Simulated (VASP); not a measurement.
# HfN (Immm) in VASP: single point with LDA

Aim: the single point of HfN with LDA.

Everything below comes from runs of VASP 6.6.1. Logs are shortened: lines on timing, memory, paths and dates and some standing lists are left out, and cuts for length are marked.

### 1 The cell of the first run

It takes space group Immm (No. 71, orthorhombic). The conventional cell has a = 3.183 Å, b = 3.207 Å, c = 4.518 Å, α = 90.00°, β = 90.00°, γ = 90.00°. Hf (site symmetry mmm) has 6 N at 2.26 Å within 3.0 Å. N (site symmetry mmm) has 6 Hf at 2.26 Å within 3.0 Å.

### 2 Single point, LDA (strain +0.0075 x Voigt [0, 0, 0, 1, 0, 0])

INCAR

```
SYSTEM = HfN
  PREC = Accurate
  ENCUT = 520
  EDIFF = 1E-6
  ISMEAR = 0
  SIGMA = 0.15
  LREAL = .FALSE.
  LASPH = .TRUE.
  NELM = 100
  ALGO = Normal
  ISIF = 2
  LWAVE = .FALSE.
  LCHARG = .FALSE.
  GGA = CA
  NBANDS = 14
```

KPOINTS

```
Automatic mesh
0
G
  18 18 18
  0 0 0
```

POSCAR

```
HfN
1.0
    0.0000000000      2.2674712500      2.2674712500
    2.2590000000      0.0084712500      2.2590000000
    2.2590000000      2.2590000000      0.0084712500
Hf N
1 1
Direct
    0.0000000000      0.0000000000      0.0000000000
    0.5000000000      0.5000000000      0.5000000000
```

Potentials or basis: VASP PAW LDA potentials, release 64 (Hf_pv, N).

On the command line:

```console
> cat potpaw_LDA.64/Hf_pv/POTCAR potpaw_LDA.64/N/POTCAR > POTCAR
> mpirun -np 1 vasp_std > vasp.out
```

OUTCAR:

```text
SYSTEM = HfN
   PREC = Accurate
   ENCUT = 520
   EDIFF = 1E-6
   ISMEAR = 0
   LREAL = .FALSE.
   LASPH = .TRUE.
   NELM = 100
   ISIF = 2
   GGA = CA

 ion  position               nearest neighbor table
   1  0.000  0.000  0.000-   2 2.26   2 2.26   2 2.26   2 2.26   2 2.26   2 2.26
   2  0.500  0.500  0.500-   1 2.26   1 2.26   1 2.26   1 2.26   1 2.26   1 2.26

  LATTYP: Found a body centered orthorhombic cell.
 ALAT       =     3.1827282808
 B/A-ratio  =     1.0075282309
 C/A-ratio  =     1.4195368255

  Lattice vectors:

 A1 = (  -2.2590000000,   2.2590000000,   0.0084712500)
 A2 = (  -2.2590000000,  -2.2590000000,  -0.0084712500)
 A3 = (   2.2590000000,   0.0084712500,   2.2590000000)

Analysis of symmetry for initial positions (statically):
=====================================================================
 Subroutine PRICEL returns:
 Original cell was already a primitive cell.

 Routine SETGRP: Setting up the symmetry group for a
 body centered orthorhombic supercell.

 Subroutine GETGRP returns: Found  8 space group operations
 (whereof  8 operations were pure point group operations)
 out of a pool of  8 trial point group operations.

The static configuration has the point symmetry D_2h.

Analysis of symmetry for dynamics (positions and initial velocities):
=====================================================================
 Subroutine PRICEL returns:
 Original cell was already a primitive cell.

 Routine SETGRP: Setting up the symmetry group for a
 body centered orthorhombic supercell.

 Subroutine GETGRP returns: Found  8 space group operations
 (whereof  8 operations were pure point group operations)
 out of a pool of  8 trial point group operations.

The dynamic configuration has the point symmetry D_2h.

 Subroutine INISYM returns: Found  8 space group operations
 (whereof  8 operations are pure point group operations),
 and found     1 'primitive' translations

----------------------------------------------------------------------------------------

                                     Primitive cell

  volume of cell :      23.0554

  direct lattice vectors                    reciprocal lattice vectors
     0.000000000  2.267471250  2.267471250    -0.221336875  0.220509962  0.220509962
     2.259000000  0.008471250  2.259000000     0.221336875 -0.222170012  0.222170012
     2.259000000  2.259000000  0.008471250     0.221336875  0.222170012 -0.222170012

  length of vectors
     3.206688594  3.194719669  3.194719669     0.382412472  0.384329339  0.384329339
[... 86 lines left out ...]
   NFREE  =      0    steps in history (QN), initial steepest desc. (CG)
   ISIF   =      2    stress and relaxation
   ISYM   =      2    0-nonsym 1-usesym 2-fastsym
   POTIM  = 0.5000    time-step for ionic-motion
   TEBEG  =    0.0;   TEEND  =   0.0 temperature during run
   PSTRESS=    0.0 pullay stress
   NELECT =      15.0000    total number of electrons
   NUPDOWN=      -1.0000    fix difference up-down
   EMIN   =  10.00;   EMAX   =-10.00  energy-range for DOS
   EFERMI =   0.00;   METHOD = LEGACY
   ISMEAR =     0;   SIGMA  =   0.15  broadening in eV -4-tet -1-fermi 0-gaus
   EFERMI_NEDOS =   21; number of points for ismear=-14 and -15
   IALGO  =     38    algorithm
   IMIX   =      4    mixing-type and parameters
     AMIX     =   0.40;   BMIX     =  1.00
     AMIX_MAG =   1.60;   BMIX_MAG =  1.00
  volume/ion in A,a.u.               =      11.53        77.79
  Fermi-wavevector in a.u.,A,eV,Ry     =   1.418560  2.680690 27.379175  2.012313
  Thomas-Fermi vector in A             =   2.539673
   LORBIT       =      0    0 simple, 1 ext, 2 COOP (PROOUT), +10 PAW based schemes
   GGA     = CA    functional components
   LHFCALC =     F    Hartree Fock is set to
   AEXX    =    0.0000 exact exchange contribution
   IVDW    =     0    specifies the selected vdW correction
   LEPSILON=     F    determine dielectric tensor
   LRPA    =     F    only Hartree local field effects (RPA)
 non-spin polarized calculation
 Gauss-broadening in eV      SIGMA  =   0.15
  energy-cutoff  :      520.00
  volume of cell :       23.06
 maximum number of plane-waves:       636
   NGX = 11   NGY = 11   NGZ = 11

 number of electron      14.9999998 magnetization

 Free energy of the ion-electron system (eV)
  ---------------------------------------------------
  ext. energy  EPLUGINS =         0.00000000
  ---------------------------------------------------
  free energy    TOTEN  =       -23.84371783 eV

  energy without entropy =      -23.83643355  energy(sigma->0) =      -23.84007569

 E-fermi :   8.1803     XC(G=0): -12.9800

 val. band max:        8.1725831911   @ k =   0.3333  -0.1111   0.1111
 cond. band min:       8.1814650821   @ k =   0.3333   0.1667   0.1111
 fundamental gap:      0.0088818909
 Fermi energy:         8.1802957018

 k-point     1 :       0.0000    0.0000    0.0000
  band No.  band energies     occupation
      1     -22.7474      2.00000
      2     -22.7429      2.00000
      3     -22.7379      2.00000
      4      -9.0389      2.00000
      5       5.2236      2.00000
      6       5.2432      2.00000
      7       5.2638      2.00000
      8       7.7440      1.99996
      9       7.7998      1.99967
     10       7.8610      1.99739
     11      10.1013      0.00000
     12      10.1014      0.00000
     13      10.1831      0.00000
     14      17.8456      0.00000
[... 377 lines left out ...]
      1     -23.3915      2.00000
      2     -22.8308      2.00000
      3     -22.7867      2.00000
      4      -7.3609      2.00000
      5       1.0625      2.00000
      6       2.6976      2.00000
      7       3.0388      2.00000
      8       9.0380      0.00000
      9       9.7309      0.00000
     10      10.6784      0.00000
     11      13.0500      0.00000
     12      14.2336      0.00000
     13      14.9311      0.00000
     14      19.5292      0.00000

 [... further k-points ...]
[... 5 lines left out ...]
  --------------------------------------------------------------------------------------
  -------------------------------------------------------------------------------------
  Total       -1.5251066     -1.5238883     -1.5238883      0.0000000     -0.1330322      0.0000000
  in kB     -105.9834831   -105.8988266   -105.8988266      0.0000000     -9.2447392      0.0000000
  external PRESSURE =    -105.9270454 kB  Pullay stress =       0.0000000 kB

 VOLUME and BASIS-vectors are now :
 -----------------------------------------------------------------------------
  energy-cutoff  :      520.00
  volume of cell :       23.06
      direct lattice vectors                 reciprocal lattice vectors
     0.000000000  2.267471250  2.267471250    -0.221336875  0.220509962  0.220509962
     2.259000000  0.008471250  2.259000000     0.221336875 -0.222170012  0.222170012
     2.259000000  2.259000000  0.008471250     0.221336875  0.222170012 -0.222170012

 POSITION                                       TOTAL-FORCE (eV/Angst)
 -----------------------------------------------------------------------------------
      0.00000      0.00000      0.00000         0.000000      0.000000      0.000000
      2.25900      2.26747      2.26747         0.000000     -0.000000     -0.000000
 -----------------------------------------------------------------------------------
    total drift:                                0.000000     -0.000000     -0.000000

  FREE ENERGIE OF THE ION-ELECTRON SYSTEM (eV)
  ---------------------------------------------------
  free  energy   TOTEN  =       -23.8437178269 eV

  energy  without entropy=      -23.8364335531  energy(sigma->0) =      -23.84007569
```

OSZICAR:

```text
N       E                     dE             d eps       ncg     rms          rms(c)
DAV:   1     0.348493557164E+02    0.34849E+02   -0.77881E+03 24292   0.101E+03
DAV:   2    -0.250361499842E+02   -0.59886E+02   -0.56157E+02 31524   0.227E+02
DAV:   3    -0.268229705590E+02   -0.17868E+01   -0.17769E+01 28422   0.312E+01
DAV:   4    -0.268292256133E+02   -0.62551E-02   -0.62538E-02 29032   0.223E+00
DAV:   5    -0.268292657297E+02   -0.40116E-04   -0.40115E-04 28324   0.151E-01    0.502E+01
DAV:   6    -0.240078657459E+02    0.28214E+01   -0.84776E+00 25762   0.219E+01    0.433E+01
DAV:   7    -0.238832492019E+02    0.12462E+00   -0.45921E-01 31144   0.520E+00    0.270E+01
DAV:   8    -0.238493473079E+02    0.33902E-01   -0.13205E-01 30964   0.294E+00    0.517E+00
DAV:   9    -0.238438841245E+02    0.54632E-02   -0.15088E-02 27862   0.968E-01    0.189E+00
DAV:  10    -0.238437428666E+02    0.14126E-03   -0.90569E-04 32500   0.265E-01    0.339E-01
DAV:  11    -0.238437184868E+02    0.24380E-04   -0.62943E-05 26770   0.740E-02    0.559E-02
DAV:  12    -0.238437178269E+02    0.65994E-06   -0.64516E-06 32046   0.214E-02
   1 F= -.23843718E+02 E0= -.23840076E+02  d E =-.728427E-02
```

stdout:

```text
POSCAR found type information on POSCAR HfN
 POSCAR found :  2 types and       2 ions
 scaLAPACK will be used
 LDA part: xc-table for (Slater(with rela. corr.)+CA(PZ))
 , standard interpolation
 POSCAR, INCAR and KPOINTS ok, starting setup
 FFT: planning ... GRIDC
 FFT: planning ... GRID_SOFT
 FFT: planning ... GRID
 WAVECAR not read
 entering main loop
```

Run time: 3.4 min. Hardware: 1 thread of Intel Xeon 8259CL, shared host; peak memory 0.38 GiB.

What came out:

* Free energy: -23.8437 eV
* Pressure: -10.6 GPa
* Band gap on the k mesh: zero (an odd number of electrons rules out a gap without spin polarisation)

Caveat: the cell differs from its parent crystal (strain +0.0075 x Voigt [0, 0, 0, 1, 0, 0]); the cell stands under tension; spin-orbit coupling is left out, which moves the levels of the heavy elements.
